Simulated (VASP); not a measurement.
CuO, 2 atoms in the cell. It takes space group I4/mmm (No. 139, tetragonal). Conventional cell: a = 3.069 Å, b = 3.069 Å, c = 4.087 Å, α = 90.00°, β = 90.00°, γ = 90.00°. Cu (site symmetry 4/mmm) has 6 O at 2.04 to 2.17 Å within 2.7 Å. O (site symmetry 4/mmm) has 6 Cu at 2.04 to 2.17 Å within 2.7 Å. 

| Item | Value |
| --- | --- |
| Program | VASP 6.6.1 |
| Task | single point |
| Functional | PBE |
| Potentials or basis | VASP PAW PBE potentials, release 64 (Cu, O) |
| Cutoff | 520 eV |
| k mesh | 6 × 6 × 6 |
| Occupations | gaussian, width 0.1 eV |
| Spin | collinear spin, ferromagnetic start |
| Starting moments | [1.0, 0.0] μB |
| Dipole correction | no |
| Further INCAR settings | ALGO = Normal; EDIFF = 1e-06; NBANDS = 20 |

Potentials or basis: VASP PAW PBE potentials, release 64 (Cu, O).

Run with:

```bash
$ cat potpaw_PBE.64/Cu/POTCAR potpaw_PBE.64/O/POTCAR > POTCAR
$ mpirun -np 1 vasp_std > vasp.out
```

Hardware: 1 thread of Intel(R) Xeon(R) Platinum 8375C CPU @ 2.90GHz (Ice Lake), on a shared host.

Q: Estimate the wall time of this run.

A: Wall time 19 s on 1 thread of Intel(R) Xeon(R) Platinum 8375C CPU @ 2.90GHz (Ice Lake), on a shared host, peak memory 0.16 GiB. Counts: scf iterations 13, k points 30.
